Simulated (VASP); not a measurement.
# TiPbO3 (Pm-3m) in VASP: settings compared

The runs below take TiPbO3 through single point, with pbe exchange, lda correlation.

Everything below comes from runs of VASP 6.6.1. Logs are shortened: lines on timing, memory, paths and dates and some standing lists are left out, and cuts for length are marked.

## (1) The cell of the first run

Symmetry: Pm-3m, No. 221, cubic system. Conventional cell: a = 3.964 Å, b = 3.964 Å, c = 3.964 Å, α = 90.00°, β = 90.00°, γ = 90.00°. Within 2.6 Å of Ti (site symmetry m-3m) lie 6 O at 1.98 Å. Pb (site symmetry m-3m) has 12 O at 2.80 Å and 8 Ti at 3.43 Å within 3.7 Å. Within 2.6 Å of O (site symmetry 4/mmm) lie 2 Ti at 1.98 Å.

## (2) Single point, pbe exchange, lda correlation

INCAR

```
ALGO = Normal
EDIFF = 1E-6
ENCUT = 600
GGA = LIBXC
GGA_COMPAT = F
ISIF = 2
ISMEAR = 0
LASPH = T
LCHARG = F
LIBXC1 = GGA_X_PBE
LIBXC2 = LDA_C_PW
LREAL = F
LWAVE = F
NBANDS = 30
NELM = 120
PREC = Accurate
SIGMA = 0.01
```

KPOINTS

```
k-points
0
Gamma
  2 2 2
```

POSCAR

```
TiPbO3
1.0
    3.9639000000      0.0000000000      0.0000000000
    0.0000000000      3.9639000000      0.0000000000
    0.0000000000      0.0000000000      3.9639000000
Ti Pb O
1 1 3
Direct
    0.5000000000      0.5000000000      0.5000000000
    0.0000000000      0.0000000000      0.0000000000
    0.0000000000      0.5000000000      0.5000000000
    0.5000000000      0.0000000000      0.5000000000
    0.5000000000      0.5000000000      0.0000000000
```

Potentials or basis: VASP PAW PBE potentials, release 64 (Ti_sv, Pb_d, O).

Run with:

```bash
$ cat potpaw_PBE.64/Ti_sv/POTCAR potpaw_PBE.64/Pb_d/POTCAR potpaw_PBE.64/O/POTCAR > POTCAR
$ mpirun -np 1 vasp_std > vasp.out
```

OUTCAR:

```text
EDIFF = 1E-6
   ENCUT = 600
   GGA = LIBXC
   ISIF = 2
   ISMEAR = 0
   LASPH = T
   LREAL = F
   NELM = 120
   PREC = Accurate

 ion  position               nearest neighbor table
   1  0.500  0.500  0.500-   3 1.98   4 1.98   5 1.98   5 1.98   4 1.98   3 1.98   2 3.43   2 3.43
                             2 3.43   2 3.43   2 3.43   2 3.43   2 3.43   2 3.43
   2  0.000  0.000  0.000-   3 2.80   4 2.80   5 2.80   3 2.80   4 2.80   3 2.80   5 2.80   3 2.80
                             4 2.80   5 2.80   4 2.80   5 2.80   1 3.43   1 3.43   1 3.43   1 3.43
   3  0.000  0.500  0.500-   1 1.98   1 1.98   2 2.80   2 2.80   2 2.80   2 2.80
   4  0.500  0.000  0.500-   1 1.98   1 1.98   2 2.80   2 2.80   2 2.80   2 2.80
   5  0.500  0.500  0.000-   1 1.98   1 1.98   2 2.80   2 2.80   2 2.80   2 2.80

  LATTYP: Found a simple cubic cell.
 ALAT       =     3.9639000000

  Lattice vectors:

 A1 = (   3.9639000000,   0.0000000000,   0.0000000000)
 A2 = (   0.0000000000,   3.9639000000,   0.0000000000)
 A3 = (   0.0000000000,   0.0000000000,   3.9639000000)

Analysis of symmetry for initial positions (statically):
=====================================================================
 Subroutine PRICEL returns:
 Original cell was already a primitive cell.

 Routine SETGRP: Setting up the symmetry group for a
 simple cubic supercell.

 Subroutine GETGRP returns: Found 48 space group operations
 (whereof 48 operations were pure point group operations)
 out of a pool of 48 trial point group operations.

The static configuration has the point symmetry O_h .

Analysis of symmetry for dynamics (positions and initial velocities):
=====================================================================
 Subroutine PRICEL returns:
 Original cell was already a primitive cell.

 Routine SETGRP: Setting up the symmetry group for a
 simple cubic supercell.

 Subroutine GETGRP returns: Found 48 space group operations
 (whereof 48 operations were pure point group operations)
 out of a pool of 48 trial point group operations.

The dynamic configuration has the point symmetry O_h .

 Subroutine INISYM returns: Found 48 space group operations
 (whereof 48 operations are pure point group operations),
 and found     1 'primitive' translations

----------------------------------------------------------------------------------------

                                     Primitive cell

  volume of cell :      62.2828

  direct lattice vectors                    reciprocal lattice vectors
     3.963900000  0.000000000  0.000000000     0.252276798  0.000000000  0.000000000
[... 76 lines left out ...]
   NFREE  =      0    steps in history (QN), initial steepest desc. (CG)
   ISIF   =      2    stress and relaxation
   ISYM   =      2    0-nonsym 1-usesym 2-fastsym
   POTIM  = 0.5000    time-step for ionic-motion
   TEBEG  =    0.0;   TEEND  =   0.0 temperature during run
   PSTRESS=    0.0 pullay stress
   NELECT =      44.0000    total number of electrons
   NUPDOWN=      -1.0000    fix difference up-down
   EMIN   =  10.00;   EMAX   =-10.00  energy-range for DOS
   EFERMI =   0.00;   METHOD = LEGACY
   ISMEAR =     0;   SIGMA  =   0.01  broadening in eV -4-tet -1-fermi 0-gaus
   EFERMI_NEDOS =   21; number of points for ismear=-14 and -15
   IALGO  =     38    algorithm
   IMIX   =      4    mixing-type and parameters
     AMIX     =   0.40;   BMIX     =  1.00
     AMIX_MAG =   1.60;   BMIX_MAG =  1.00
  volume/ion in A,a.u.               =      12.46        84.06
  Fermi-wavevector in a.u.,A,eV,Ry     =   1.458041  2.755298 28.924397  2.125883
  Thomas-Fermi vector in A             =   2.574772
   LORBIT       =      0    0 simple, 1 ext, 2 COOP (PROOUT), +10 PAW based schemes
   GGA     = LIBXC    functional components
   LHFCALC =     F    Hartree Fock is set to
   AEXX    =    0.0000 exact exchange contribution
   IVDW    =     0    specifies the selected vdW correction
   LEPSILON=     F    determine dielectric tensor
   LRPA    =     F    only Hartree local field effects (RPA)
 non-spin polarized calculation
 Gauss-broadening in eV      SIGMA  =   0.01
  energy-cutoff  :      600.00
  volume of cell :       62.28
 maximum number of plane-waves:      2103
 NGX is ok and might be reduce to    32
   NGX = 15   NGY = 15   NGZ = 15

 number of electron      43.9999974 magnetization

 Free energy of the ion-electron system (eV)
  ---------------------------------------------------
  ext. energy  EPLUGINS =         0.00000000
  ---------------------------------------------------
  free energy    TOTEN  =       -33.79912203 eV

  energy without entropy =      -33.79912203  energy(sigma->0) =      -33.79912203

 E-fermi :   6.2533     XC(G=0): -11.2045

 val. band max:        6.1625411014   @ k =   0.5000   0.0000   0.0000
 cond. band min:       7.5251077545   @ k =   0.0000   0.0000   0.0000
 fundamental gap:      1.3625666531
 Fermi energy:         6.2532505688

 k-point     1 :       0.0000    0.0000    0.0000
  band No.  band energies     occupation
      1     -51.3064      2.00000
      2     -27.5128      2.00000
      3     -27.5128      2.00000
      4     -27.5128      2.00000
      5     -11.5376      2.00000
      6     -10.5779      2.00000
[... 121 lines left out ...]
     29      13.3599      0.00000
     30      13.3599      0.00000

------------------------ aborting loop because EDIFF is reached ----------------------------------------

  FORCE on cell =-STRESS in cart. coord.  units (eV):
  Direction    XX          YY          ZZ          XY          YZ          ZX
  --------------------------------------------------------------------------------------
  -------------------------------------------------------------------------------------
  Total        4.9906760      4.9906760      4.9906760      0.0000000      0.0000000      0.0000000
  in kB      128.3813358    128.3813358    128.3813358      0.0000000      0.0000000      0.0000000
  external PRESSURE =     128.3813358 kB  Pullay stress =       0.0000000 kB

 VOLUME and BASIS-vectors are now :
 -----------------------------------------------------------------------------
  energy-cutoff  :      600.00
  volume of cell :       62.28
      direct lattice vectors                 reciprocal lattice vectors
     3.963900000  0.000000000  0.000000000     0.252276798  0.000000000  0.000000000
     0.000000000  3.963900000  0.000000000     0.000000000  0.252276798  0.000000000
     0.000000000  0.000000000  3.963900000     0.000000000  0.000000000  0.252276798

 POSITION                                       TOTAL-FORCE (eV/Angst)
 -----------------------------------------------------------------------------------
      1.98195      1.98195      1.98195         0.000000      0.000000      0.000000
      0.00000      0.00000      0.00000         0.000000      0.000000      0.000000
      0.00000      1.98195      1.98195         0.000000      0.000000      0.000000
      1.98195      0.00000      1.98195         0.000000      0.000000      0.000000
      1.98195      1.98195      0.00000         0.000000      0.000000      0.000000
 -----------------------------------------------------------------------------------
    total drift:                                0.000000     -0.000000     -0.000000

  FREE ENERGIE OF THE ION-ELECTRON SYSTEM (eV)
  ---------------------------------------------------
  free  energy   TOTEN  =       -33.7991220269 eV

  energy  without entropy=      -33.7991220269  energy(sigma->0) =      -33.79912203
```

Run time: 19 s. Hardware: 1 thread of Intel Xeon 8259CL, shared host; peak memory 0.18 GiB.

What came out:

| Property | Result |
| --- | --- |
| Free energy | -33.7991 eV |
| Pressure | 12.8 GPa |
| Band gap on the k mesh | 1.36 eV |

Levels at points of the mesh, in eV from the valence-band top:
```
           k point  band 20  band 21  band 22  band 23  band 24  band 25
(0.00, 0.00, 0.00)    -0.86    -0.86    -0.86     1.36     1.36     1.36
(0.50, 0.00, 0.00)    -0.83    -0.83     0.00     1.37     2.95     2.95
(0.50, 0.50, 0.00)    -1.95    -1.60    -0.20     2.97     2.97     3.59
(0.50, 0.50, 0.50)    -0.24    -0.24    -0.24     3.22     3.22     3.22
```

Caveat: the k points lie up to 0.79 Å⁻¹ apart; the PAW data sets were made with another functional, which shifts forces and pressure a little; spin-orbit coupling is left out, which moves the levels of the heavy elements.

## (3) Single point, pbe exchange, lda correlation

INCAR

```
PREC = Accurate ; ENCUT = 600
EDIFF = 1E-6 ; ISMEAR = 0
SIGMA = 0.01 ; LREAL = F
LASPH = T ; NELM = 120
ALGO = Normal ; ISIF = 2
LWAVE = F ; LCHARG = F
GGA = LIBXC ; LIBXC1 = GGA_X_PBE
LIBXC2 = LDA_C_PW ; NBANDS = 30
GGA_COMPAT = F
```

KPOINTS

```
regular mesh
0
Gamma
  3 3 3
```

POSCAR is that of step 2.

Potentials or basis: VASP PAW PBE potentials, release 64 (Ti_sv, Pb_d, O).

Run with:

```bash
$ cat potpaw_PBE.64/Ti_sv/POTCAR potpaw_PBE.64/Pb_d/POTCAR potpaw_PBE.64/O/POTCAR > POTCAR
$ mpirun -np 1 vasp_std > vasp.out
```

Wall time 16 s (1 thread of Intel Xeon 8259CL, shared host); peak memory 0.18 GiB.

The run converged. Its results:

- Free energy: -34.5221 eV
- Pressure: 10.4 GPa
- Band gap on the k mesh: 2.20 eV (least direct gap 2.34 eV)

Levels at points of the mesh, in eV from the valence-band top:
| k point | band 19 | band 20 | band 21 | band 22 | band 23 | band 24 | band 25 | band 26 |
| --- | --- | --- | --- | --- | --- | --- | --- | --- |
| (0.00, 0.00, 0.00) | -0.77 | -0.32 | -0.32 | -0.32 | 2.20 | 2.20 | 2.20 | 4.14 |

Caveat: the k points lie up to 0.53 Å⁻¹ apart; the PAW data sets were made with another functional, which shifts forces and pressure a little; spin-orbit coupling is left out, which moves the levels of the heavy elements; an odd mesh through Γ misses points on the zone boundary, where band edges can lie.
